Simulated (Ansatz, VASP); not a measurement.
## One calculation of FeO, two programs

The input INCAR:

```
PREC = Accurate
ENCUT = 600
EDIFF = 1E-6
ISMEAR = -1
SIGMA = 0.05
LREAL = F
LASPH = T
NELM = 200
ALGO = Normal
ISIF = 2
LWAVE = F
LCHARG = F
ISPIN = 2
MAGMOM = 3 0
LORBIT = 11
LMAXMIX = 4
GGA = PE
NBANDS = 22
GGA_COMPAT = F
```

Contents of KPOINTS:

```
regular mesh
0
Gamma
  10 10 9
```

POSCAR

```
FeO
1.0
    2.9598396803      0.0000000000      0.0000000000
   -1.4799198350      2.5632963579      0.0000000000
    0.0000000000      0.0000000000      2.8886568793
Fe O
1 1
Direct
    0.0000000000      0.0000000000      0.0000000000
    0.6666666667      0.3333333333      0.5000000000
```

The input input.yaml:

```yaml
crystal:
  lattice:
    - [2.9598396803, 0.0, 0.0]
    - [-1.479919835, 2.5632963579, 0.0]
    - [0.0, 0.0, 2.8886568793]
  atoms:
    - { symbol: Fe, position: [0.0, 0.0, 0.0], spin: 3.0 }
    - { symbol: O, position: [0.6666666667, 0.3333333333, 0.5] }
hamiltonian:
  xc: pbe
  pseudopotentials: { kind: paw }
magnetization:
  spin_polarized: true
kpoints:
  mp_grid: { grid: [10, 10, 9] }
scf:
  occupations: { method: fermi_dirac, width: 0.05 }
output:
  forces: true
  stress: true
  eigenvalues: true
```

Alike in both runs: task single point; functional PBE; k mesh 10 × 10 × 9; occupations fermi-dirac, width 0.05 eV; collinear spin.

|  | VASP | Ansatz |
| --- | --- | --- |
| version | VASP 6.6.1 | Ansatz 0.2.0 |
| potentials or method | VASP PAW PBE potentials, release 64 (Fe_sv, O) | Ansatz PAW |
| plane-wave cutoff (eV) | 600 | 420 |
| valence electrons in the cell | 22 | 22 |

VASP gave:

```
gap on the k mesh at the Fermi level (eV)                     : none
pressure (GPa)                                                : -19.9
traceless stress, the component that is largest in VASP (GPa) : -4.72
net moment per atom (μB)                                      : 2.00
size of the moment on the site where the two differ most (μB) : 0.33
```

Problem. What did Ansatz give for the same quantities?

Solution. gap on the k mesh at the Fermi level (eV): none; pressure (GPa): -17.8; traceless stress, the component that is largest in VASP (GPa): -4.64; net moment per atom (μB): 2.00; size of the moment on the site where the two differ most (μB): 0.36.

Site moments also hang on the region over which each program counts them. A gap of «none» marks a metal or a gap that the smearing closes. The functional is the same, so the differences come from potentials, cutoffs and numerics.
